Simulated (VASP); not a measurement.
Y4I:

```xyz
5
Lattice="4.0703 -4.2741 0.0000 4.0703 4.2741 0.0000 0.0000 0.0000 3.6550" Properties=species:S:1:pos:R:3 pbc="T T T"
Y     4.0703   -2.6551    1.8275
Y     4.0703    2.6551    1.8275
Y     2.3217    0.0000    0.0000
Y     5.8190    0.0000    0.0000
I     0.0000    0.0000    0.0000
```

The cell was built from a structure type or drawn by symmetry, and may not be a known phase.

```yaml
Program: VASP 6.6.1
Task: relaxation of cell and atoms
Functional: PBE
Potentials_or_basis: VASP PAW PBE potentials, release 64 (Y_sv, I)
Cutoff: 600 eV
k_mesh: 4 × 4 × 6
Occupations: gaussian, width 0.1 eV
Spin: no spin polarisation
```

At the start: pressure 48.8 GPa; volume 25.44 Å³/atom.

Question: How do energy, volume and symmetry change on relaxing?

Answer: Over 14 steps the energy falls by 2048.1 meV/atom and the volume is 34.66 Å³/atom (+36.3 %); space group Cmmm (No. 65, to 0.1 Å) before and after.

Step by step:
```tsv
step	energy change (eV)	largest force (eV/Å)	pressure (GPa)	volume (Å³)
1	0.0000	10.5522	48.84	127.18
2	-4.7776	0.8851	-6.24	327.88
3	-9.3402	1.1539	-3.85	198.90
4	-9.4266	1.2917	-3.07	193.60
5	-9.4893	1.6804	-0.79	182.18
6	-9.4929	1.6206	-1.15	183.69
7	-9.7462	1.2514	-0.64	178.76
8	-9.9046	0.6174	0.97	170.54
9	-10.0712	0.3651	0.54	171.82
10	-10.1306	0.7560	0.46	173.15
11	-10.2067	0.3208	-0.56	176.66
12	-10.2157	0.1500	-0.97	178.25
13	-10.2395	0.0235	0.30	172.24
14	-10.2407	0.0117	0.06	173.28
```

Final structure:
```xyz
5
Lattice="4.7283 -4.7748 0.0000 4.7283 4.7748 0.0000 0.0000 0.0000 3.8376" Properties=species:S:1:pos:R:3 pbc="T T T"
Y     4.7283   -2.2872    1.9188
Y     4.7283    2.2872    1.9188
Y     2.9994    0.0000    0.0000
Y     6.4573    0.0000    0.0000
I     0.0000    0.0000    0.0000
```

Caveat: the volume moved by over 15 % at a fixed basis, so the end points are rough; an odd number of electrons without spin polarisation forces a metal; a magnetic or distorted state may lie lower.
